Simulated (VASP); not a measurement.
BaTiO3: relaxation of cell and atoms with PBE

The system is BaTiO3.

```
CELL_PARAMETERS angstrom
3.99980 0.00000 0.00000
0.00000 3.99980 0.00000
0.00000 0.00000 4.01800
ATOMIC_POSITIONS crystal
Ba 0.00000 0.00000 0.00000
Ti 0.50000 0.50000 0.49000
O 0.50000 0.50000 0.01900
O 0.50000 0.00000 0.51700
O 0.00000 0.50000 0.51700
```

```
Program                : VASP 6.6.1
Task                   : relaxation of cell and atoms
Functional             : PBE
Potentials or basis    : VASP PAW PBE potentials, release 64 (Ba_sv, Ti_sv, O)
Cutoff                 : 600 eV
k mesh                 : 4 × 4 × 4
Occupations            : fermi-dirac, width 0.05 eV
Spin                   : no spin polarisation
Dipole correction      : no
Further INCAR settings : ALGO = Normal; EDIFF = 1e-06; IBRION = 2; EDIFFG = -0.01; NSW = 80; ISIF = 3
```

```json
{
  "Relaxed volume": "13.51 Å³/atom",
  "Relaxed cell": "a = 3.992 Å, b = 3.992 Å, c = 4.238 Å, α = 90.00°, β = 90.00°, γ = 90.00°",
  "Space group after relaxing (to 0.05 Å)": "P4mm (No. 99)",
  "Energy gained by relaxing": "12.9 meV/atom",
  "Ionic steps": "19",
  "Pressure after relaxing": "0.0 GPa",
  "Largest force after relaxing": "0.009 eV/Å",
  "Band gap on the k mesh": "1.77 eV, indirect (least direct gap 2.36 eV)"
}
```

Forces on the atoms (eV/Å):
```
Ba   0.000  0.000 -0.009
Ti   0.000  0.000 -0.002
O    0.000  0.000  0.009
O    0.000  0.000  0.001
O    0.000  0.000  0.001
```

The path:
| step | energy change (eV) | largest force (eV/Å) | pressure (GPa) | volume (Å³) |
| --- | --- | --- | --- | --- |
| 1 | 0.0000 | 0.3093 | 4.08 | 64.28 |
| 2 | -0.0164 | 0.4917 | -3.11 | 67.37 |
| 3 | -0.0259 | 0.4134 | -0.56 | 66.17 |
| 4 | -0.0388 | 0.2455 | -0.25 | 66.31 |
| 5 | -0.0459 | 0.1129 | 0.39 | 66.49 |
| 6 | -0.0544 | 0.1311 | 0.05 | 66.88 |
| 7 | -0.0586 | 0.2104 | -0.37 | 67.77 |
| 8 | -0.0593 | 0.1888 | -0.32 | 67.55 |
| 9 | -0.0621 | 0.1251 | 0.20 | 67.27 |
| 10 | -0.0624 | 0.0933 | 0.45 | 67.13 |
| 11 | -0.0641 | 0.0664 | 0.07 | 67.34 |
| 12 | -0.0643 | 0.0733 | -0.08 | 67.44 |
| 13 | -0.0643 | 0.0488 | 0.16 | 67.39 |
| 14 | -0.0644 | 0.0135 | 0.06 | 67.41 |
| 15 | -0.0645 | 0.0051 | 0.02 | 67.45 |
| 16 | -0.0645 | 0.0149 | -0.02 | 67.50 |
| 17 | -0.0646 | 0.0131 | 0.03 | 67.49 |
| 18 | -0.0646 | 0.0111 | 0.08 | 67.49 |
| 19 | -0.0646 | 0.0092 | 0.02 | 67.54 |

Final structure:
```yaml
crystal:
  lattice:
    - [3.99243, 0.00000, 0.00000]
    - [0.00000, 3.99243, 0.00000]
    - [0.00000, 0.00000, 4.23756]
  atoms:
    - { symbol: Ba, position: [0.00000, 0.00000, 0.98970] }
    - { symbol: Ti, position: [0.50000, 0.50000, 0.47053] }
    - { symbol: O, position: [0.50000, 0.50000, 0.04259] }
    - { symbol: O, position: [0.50000, 0.00000, 0.52009] }
    - { symbol: O, position: [0.00000, 0.50000, 0.52009] }
```

Levels at points of the mesh, in eV from the valence-band top:
```csv
k point,band 17,band 18,band 19,band 20,band 21,band 22,band 23,band 24
"(0.00, 0.00, 0.00)",-1.34,-1.01,-0.59,-0.59,1.77,2.44,2.44,3.95
"(0.50, 0.00, 0.00)",-1.98,-1.72,-1.64,-1.40,2.51,3.37,3.48,4.02
"(0.50, 0.50, 0.00)",-2.08,-1.19,-1.19,-0.06,3.52,3.52,3.85,3.97
"(0.00, 0.00, 0.50)",-2.08,-1.99,-0.75,-0.75,1.88,3.37,3.37,3.95
"(0.50, 0.00, 0.50)",-1.88,-1.22,-1.12,-0.57,3.39,3.42,3.64,4.70
"(0.50, 0.50, 0.50)",-2.66,-0.50,-0.50,0.00,3.87,3.87,4.00,5.82
```

It took 2.2 min on 1 thread of Intel(R) Xeon(R) 6975P-C (Granite Rapids) (shared host), peak memory 0.21 GiB.

Caveat: spin-orbit coupling is left out, which moves the levels of the heavy elements. PBE usually gives volumes a little too large and moduli too small.
